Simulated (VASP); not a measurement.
# GdN (Fm-3m) in VASP: settings compared

The runs below take GdN through single point, with r2SCAN+U, r2SCAN+rVV10+U, r2SCAN+D4+U.

Program: VASP 6.6.1. These are calculated values, not measurements. Logs are shortened: lines on timing, memory, paths and dates and some standing lists are left out, and cuts for length are marked.

**1. The cell of the first run**

The structure is cubic, space group Fm-3m (No. 225). Conventional cell: a = 5.018 Å, b = 5.018 Å, c = 5.018 Å, α = 90.00°, β = 90.00°, γ = 90.00°. Gd (site symmetry m-3m) has 6 N at 2.51 Å within 3.3 Å. N (site symmetry m-3m) has 6 Gd at 2.51 Å within 3.3 Å.

**2. Single point, r2SCAN+U, collinear spin, ferrimagnetic start (volume scaled by 1.02)**

Input file POSCAR:

```
GdN
1.0
    0.0000000000      2.5092376690      2.5092376690
    2.5092376690      0.0000000000      2.5092376690
    2.5092376690      2.5092376690      0.0000000000
Gd N
1 1
Direct
    0.5000000000      0.5000000000      0.5000000000
    0.0000000000      0.0000000000      0.0000000000
```

Input file INCAR.step1:

```
SYSTEM = GdN
ALGO = Normal ; EDIFF = 1E-4
ENCUT = 520 ; GGA = PE
ISMEAR = 0 ; ISPIN = 2
LASPH = .TRUE. ; LCHARG = .FALSE.
LDAU = .TRUE. ; LDAUJ = 0 0
LDAUL = 3 -1 ; LDAUTYPE = 2
LDAUU = 4 0 ; LMAXMIX = 6
LREAL = .FALSE. ; LWAVE = .TRUE.
MAGMOM = 7.66 -0.18 ; NBANDS = 22
NELM = 150 ; PREC = Accurate
SIGMA = 0.05
```

Input file INCAR.step2:

```
SYSTEM = GdN
ALGO = Normal ; EDIFF = 1E-6
ENCUT = 520 ; ISIF = 2
ISMEAR = 0 ; ISPIN = 2
ISTART = 1 ; LASPH = .TRUE.
LCHARG = .TRUE. ; LDAU = .TRUE.
LDAUJ = 0 0 ; LDAUL = 3 -1
LDAUPRINT = 1 ; LDAUTYPE = 2
LDAUU = 4 0 ; LELF = .TRUE.
LMAXMIX = 6 ; LMIXTAU = .TRUE.
LORBIT = 11 ; LREAL = .FALSE.
LVHAR = .TRUE. ; LWAVE = .FALSE.
MAGMOM = 7.66 -0.18 ; METAGGA = R2SCAN
NBANDS = 22 ; NELM = 150
PREC = Accurate ; SIGMA = 0.05
```

Input file KPOINTS:

```
k-points
0
G
  8 8 8
  0 0 0
```

Potentials or basis: VASP PAW PBE potentials, release 64 (Gd, N).

Run with:

```
> cat potpaw_PBE.64/Gd/POTCAR potpaw_PBE.64/N/POTCAR > POTCAR
> cp INCAR.step1 INCAR
> mpirun -np 1 vasp_std > vasp.out
> cp INCAR.step2 INCAR
> mpirun -np 1 vasp_std > vasp.out
```

OUTCAR:

```text
SYSTEM = GdN
   EDIFF = 1E-6
   ENCUT = 520
   ISIF = 2
   ISMEAR = 0
   ISPIN = 2
   ISTART = 1
   LASPH = .TRUE.
   LORBIT = 11
   LREAL = .FALSE.
   METAGGA = R2SCAN
   NELM = 150
   PREC = Accurate

 ion  position               nearest neighbor table
   1  0.500  0.500  0.500-   2 2.51   2 2.51   2 2.51   2 2.51   2 2.51   2 2.51
   2  0.000  0.000  0.000-   1 2.51   1 2.51   1 2.51   1 2.51   1 2.51   1 2.51

  LATTYP: Found a face centered cubic cell.
 ALAT       =     5.0184753380

  Lattice vectors:

 A1 = (   0.0000000000,   2.5092376690,   2.5092376690)
 A2 = (   2.5092376690,   0.0000000000,   2.5092376690)
 A3 = (   2.5092376690,   2.5092376690,   0.0000000000)

Analysis of symmetry for initial positions (statically):
=====================================================================
 Subroutine PRICEL returns:
 Original cell was already a primitive cell.

 Routine SETGRP: Setting up the symmetry group for a
 face centered cubic supercell.

 Subroutine GETGRP returns: Found 48 space group operations
 (whereof 48 operations were pure point group operations)
 out of a pool of 48 trial point group operations.

The static configuration has the point symmetry O_h .

Analysis of symmetry for dynamics (positions and initial velocities):
=====================================================================
 Subroutine PRICEL returns:
 Original cell was already a primitive cell.

 Routine SETGRP: Setting up the symmetry group for a
 face centered cubic supercell.

 Subroutine GETGRP returns: Found 48 space group operations
 (whereof 48 operations were pure point group operations)
 out of a pool of 48 trial point group operations.

The dynamic configuration has the point symmetry O_h .

Analysis of structural, dynamic, and magnetic symmetry:
=====================================================================
 Subroutine PRICEL returns:
 Original cell was already a primitive cell.

 Routine SETGRP: Setting up the symmetry group for a
 face centered cubic supercell.

 Subroutine GETGRP returns: Found 48 space group operations
 (whereof 48 operations were pure point group operations)
 out of a pool of 48 trial point group operations.

The overall configuration has the point symmetry O_h .

 Subroutine INISYM returns: Found 48 space group operations
 (whereof 48 operations are pure point group operations),
 and found     1 'primitive' translations

----------------------------------------------------------------------------------------

                                     Primitive cell

  volume of cell :      31.5977

  direct lattice vectors                    reciprocal lattice vectors
     0.000000000  2.509237669  2.509237669    -0.199263707  0.199263707  0.199263707
     2.509237669  0.000000000  2.509237669     0.199263707 -0.199263707  0.199263707
     2.509237669  2.509237669  0.000000000     0.199263707  0.199263707 -0.199263707
[... 110 lines left out ...]
   angular momentum for each species LDAUL =     3   -1
   U (eV)           for each species LDAUU =   4.0  0.0
   J (eV)           for each species LDAUJ =   0.0  0.0
   METAGGA = R2SCAN    functional components
   LHFCALC =     F    Hartree Fock is set to
   AEXX    =    0.0000 exact exchange contribution
   IVDW    =     0    specifies the selected vdW correction
   LEPSILON=     F    determine dielectric tensor
   LRPA    =     F    only Hartree local field effects (RPA)
 spin polarized calculation
 Gauss-broadening in eV      SIGMA  =   0.05
  energy-cutoff  :      520.00
  volume of cell :       31.60
 maximum number of plane-waves:       877
 NGX is ok and might be reduce to    28
   NGX = 13   NGY = 13   NGZ = 13

atom =   1  type =  1  l = 3

 onsite density matrix

spin component  1

  0.9919  0.0000  0.0010 -0.0000 -0.0000  0.0000 -0.0000
  0.0000  0.9892  0.0000 -0.0000  0.0000  0.0000  0.0000
  0.0010  0.0000  0.9914  0.0000 -0.0000 -0.0000  0.0000
 -0.0000 -0.0000  0.0000  0.9927  0.0000 -0.0000 -0.0000
 -0.0000  0.0000 -0.0000  0.0000  0.9914  0.0000 -0.0010
  0.0000  0.0000 -0.0000 -0.0000  0.0000  0.9906  0.0000
 -0.0000  0.0000  0.0000 -0.0000 -0.0010  0.0000  0.9919

spin component  2

  0.0078 -0.0000  0.0034 -0.0000  0.0000 -0.0000 -0.0000
 -0.0000  0.0003 -0.0000  0.0000 -0.0000 -0.0000 -0.0000
  0.0034 -0.0000  0.0060  0.0000 -0.0000  0.0000  0.0000
 -0.0000  0.0000  0.0000  0.0105  0.0000  0.0000 -0.0000
  0.0000 -0.0000 -0.0000  0.0000  0.0060 -0.0000 -0.0034
 -0.0000 -0.0000  0.0000  0.0000 -0.0000  0.0034  0.0000
 -0.0000 -0.0000  0.0000 -0.0000 -0.0034  0.0000  0.0078

 occupancies and eigenvectors

  o =  0.0003  v =  0.0000  0.0000  0.0000  0.0000  0.0000  0.0000  0.0000  0.0000  1.0000  0.0000 -0.0000  0.0000  0.0000 -0.0000      0.0000  0.0000  0.0000  0.0000  0.0000  0.0000  0.0000  0.0000  0.0000  0.0000  0.0000  0.0000  0.0000  0.0000
  o =  0.0034  v =  0.0000  0.0000  0.0000  0.0000  0.0000  0.0000  0.0000  0.0015 -0.0000 -0.0020 -0.0000  0.0039  1.0000  0.0030      0.0000  0.0000  0.0000  0.0000  0.0000  0.0000  0.0000  0.0000  0.0000  0.0000  0.0000  0.0000  0.0000  0.0000
  o =  0.0034  v =  0.0000  0.0000  0.0000  0.0000  0.0000  0.0000  0.0000 -0.0106  0.0000  0.0136  0.0000  0.7904 -0.0049  0.6123      0.0000  0.0000  0.0000  0.0000  0.0000  0.0000  0.0000  0.0000  0.0000  0.0000  0.0000  0.0000  0.0000  0.0000
  o =  0.0034  v =  0.0000  0.0000  0.0000  0.0000  0.0000  0.0000  0.0000 -0.6123  0.0000  0.7904 -0.0000 -0.0136  0.0026 -0.0105      0.0000  0.0000  0.0000  0.0000  0.0000  0.0000  0.0000  0.0000  0.0000  0.0000  0.0000  0.0000  0.0000  0.0000
  o =  0.0105  v =  0.0000  0.0000  0.0000  0.0000  0.0000  0.0000  0.0000  0.0000 -0.0000 -0.0000 -1.0000  0.0010 -0.0000 -0.0013      0.0000  0.0000  0.0000  0.0000  0.0000  0.0000  0.0000  0.0000  0.0000  0.0000  0.0000  0.0000  0.0000  0.0000
  o =  0.0105  v =  0.0000  0.0000  0.0000  0.0000  0.0000  0.0000  0.0000 -0.0000  0.0000  0.0000 -0.0016 -0.6124  0.0000  0.7906      0.0000  0.0000  0.0000  0.0000  0.0000  0.0000  0.0000  0.0000  0.0000  0.0000  0.0000  0.0000  0.0000  0.0000
  o =  0.0105  v =  0.0000  0.0000  0.0000  0.0000  0.0000  0.0000  0.0000  0.7906 -0.0000  0.6124 -0.0000 -0.0000  0.0000 -0.0000      0.0000  0.0000  0.0000  0.0000  0.0000  0.0000  0.0000  0.0000  0.0000  0.0000  0.0000  0.0000  0.0000  0.0000
  o =  0.9892  v =  0.0000  1.0000 -0.0000 -0.0000  0.0000  0.0000 -0.0000  0.0000  0.0000  0.0000  0.0000  0.0000  0.0000  0.0000      0.0000  0.0000  0.0000  0.0000  0.0000  0.0000  0.0000  0.0000  0.0000  0.0000  0.0000  0.0000  0.0000  0.0000
  o =  0.9906  v =  0.0000 -0.0000  0.0000 -0.0000  0.7887 -0.0685  0.6109  0.0000  0.0000  0.0000  0.0000  0.0000  0.0000  0.0000      0.0000  0.0000  0.0000  0.0000  0.0000  0.0000  0.0000  0.0000  0.0000  0.0000  0.0000  0.0000  0.0000  0.0000
  o =  0.9906  v = -0.6124  0.0000  0.7906 -0.0000 -0.0000  0.0000 -0.0000  0.0000  0.0000  0.0000  0.0000  0.0000  0.0000  0.0000      0.0000  0.0000  0.0000  0.0000  0.0000  0.0000  0.0000  0.0000  0.0000  0.0000  0.0000  0.0000  0.0000  0.0000
  o =  0.9906  v =  0.0000 -0.0000 -0.0000 -0.0000  0.0541  0.9977  0.0419  0.0000  0.0000  0.0000  0.0000  0.0000  0.0000  0.0000      0.0000  0.0000  0.0000  0.0000  0.0000  0.0000  0.0000  0.0000  0.0000  0.0000  0.0000  0.0000  0.0000  0.0000
  o =  0.9927  v =  0.0000  0.0000  0.0000  0.9972 -0.0457  0.0000  0.0590  0.0000  0.0000  0.0000  0.0000  0.0000  0.0000  0.0000      0.0000  0.0000  0.0000  0.0000  0.0000  0.0000  0.0000  0.0000  0.0000  0.0000  0.0000  0.0000  0.0000  0.0000
  o =  0.9927  v = -0.7906 -0.0000 -0.6124  0.0000  0.0000 -0.0000  0.0000  0.0000  0.0000  0.0000  0.0000  0.0000  0.0000  0.0000      0.0000  0.0000  0.0000  0.0000  0.0000  0.0000  0.0000  0.0000  0.0000  0.0000  0.0000  0.0000  0.0000  0.0000
  o =  0.9927  v =  0.0000 -0.0000 -0.0000  0.0747  0.6107 -0.0000 -0.7884  0.0000  0.0000  0.0000  0.0000  0.0000  0.0000  0.0000      0.0000  0.0000  0.0000  0.0000  0.0000  0.0000  0.0000  0.0000  0.0000  0.0000  0.0000  0.0000  0.0000  0.0000

 number of electron      23.0000003 magnetization       7.0000006

 Free energy of the ion-electron system (eV)
  ---------------------------------------------------
  ext. energy  EPLUGINS =         0.00000000
  ---------------------------------------------------
  free energy    TOTEN  =       -53.60587480 eV

  energy without entropy =      -53.60587470  energy(sigma->0) =      -53.60587475

 E-fermi :   3.6672     XC(G=0): -12.1300

 val. band max:        3.5309825839   @ k =   0.5000   0.5000   0.0000
 cond. band min:       3.8034618463   @ k =   0.0000   0.0000   0.0000
 fundamental gap:      0.2724792624
 Fermi energy:         3.6671722897

 spin component 1

 k-point     1 :       0.0000    0.0000    0.0000
  band No.  band energies     occupation
      1     -41.8287      1.00000
      2     -18.1586      1.00000
      3     -18.1585      1.00000
      4     -18.1585      1.00000
      5     -10.0117      1.00000
      6      -2.2728      1.00000
[... 1193 lines left out ...]
     21      16.1123      0.00000
     22      17.3229      0.00000

 [... further k-points ...]
[... 5 lines left out ...]
  --------------------------------------------------------------------------------------
  -------------------------------------------------------------------------------------
  Total       -0.5631312     -0.5631312     -0.5631312      0.0000000      0.0000000     -0.0000000
  in kB      -28.5538565    -28.5538565    -28.5538565      0.0000000      0.0000000     -0.0000000
  external PRESSURE =     -28.5538565 kB  Pullay stress =       0.0000000 kB

 VOLUME and BASIS-vectors are now :
 -----------------------------------------------------------------------------
  energy-cutoff  :      520.00
  volume of cell :       31.60
      direct lattice vectors                 reciprocal lattice vectors
     0.000000000  2.509237669  2.509237669    -0.199263707  0.199263707  0.199263707
     2.509237669  0.000000000  2.509237669     0.199263707 -0.199263707  0.199263707
     2.509237669  2.509237669  0.000000000     0.199263707  0.199263707 -0.199263707

 POSITION                                       TOTAL-FORCE (eV/Angst)
 -----------------------------------------------------------------------------------
      2.50924      2.50924      2.50924        -0.000000     -0.000000     -0.000000
      0.00000      0.00000      0.00000         0.000000      0.000000      0.000000
 -----------------------------------------------------------------------------------
    total drift:                                0.000000      0.000000      0.000000

  FREE ENERGIE OF THE ION-ELECTRON SYSTEM (eV)
  ---------------------------------------------------
  free  energy   TOTEN  =       -53.6058747954 eV

  energy  without entropy=      -53.6058746960  energy(sigma->0) =      -53.60587475

 total charge

# of ion       s       p       d       f       tot
--------------------------------------------------
    1        2.038   5.692   0.506   6.974  15.210
    2        1.252   2.411   0.000   0.000   3.663
--------------------------------------------------
tot          3.289   8.103   0.506   6.974  18.873

 magnetization (x)

# of ion       s       p       d       f       tot
--------------------------------------------------
    1       -0.011  -0.134   0.077   6.893   6.825
    2       -0.012  -0.124   0.000   0.000  -0.136
--------------------------------------------------
tot         -0.023  -0.258   0.077   6.893   6.689
```

It took 2.3 min on 1 thread of Intel Xeon Platinum 8375C at 2.90GHz (Ice Lake), shared host; peak memory 0.21 GiB.

Results:

```
Free energy                                           : -53.6059 eV
Pressure                                              : -2.9 GPa
Band gap on the k mesh                                : zero (filled and empty bands overlap)
Net moment                                            : 7.00 μB per cell
Site moments                                          : Gd +6.83; N -0.14 μB
Valence electrons inside the program's atomic spheres : Gd 15.21; N 3.66
```

Levels at points of the mesh, in eV from the Fermi level:
Spin up:
```
           k point  band 11  band 12  band 13  band 14  band 15  band 16  band 17  band 18  band 19  band 20
(0.00, 0.00, 0.00)    -5.70    -5.70     0.14     0.14     0.14     2.76     2.76     2.76     3.65     4.84
(0.50, 0.00, 0.00)    -5.69    -5.68    -4.31    -2.53    -2.53     5.48     6.09     6.09     6.97    10.22
(0.50, 0.50, 0.00)    -5.76    -5.74    -1.50    -0.30    -0.30    -0.14     6.64     6.77     7.68     7.68
```
Spin down:
| k point | band 6 | band 7 | band 8 | band 9 | band 10 | band 11 |
| --- | --- | --- | --- | --- | --- | --- |
| (0.00, 0.00, 0.00) | -0.58 | -0.58 | -0.58 | 3.71 | 3.71 | 3.71 |
| (0.50, 0.00, 0.00) | -4.01 | -2.47 | -2.47 | 4.68 | 5.04 | 5.04 |
| (0.50, 0.50, 0.00) | -1.16 | -0.65 | -0.65 | 0.62 | 5.14 | 5.14 |

Eigenvalues of the final occupation matrices:
```tsv
site	spin	trace	eigenvalues
site 1 f	1	6.94	0.99 0.99 0.99 0.99 0.99 0.99 0.99
site 1 f	2	0.04	0.00 0.00 0.00 0.00 0.01 0.01 0.01
```

Caveat: the PAW data sets were made with another functional, which shifts forces and pressure a little; spin-orbit coupling is left out, which moves the levels of the heavy elements; a cell with one magnetic atom can't hold antiferromagnetic order, which such compounds often take. The state reached can hang on the start; a lower one may exist.

(Part 1 of 2 ends here.)
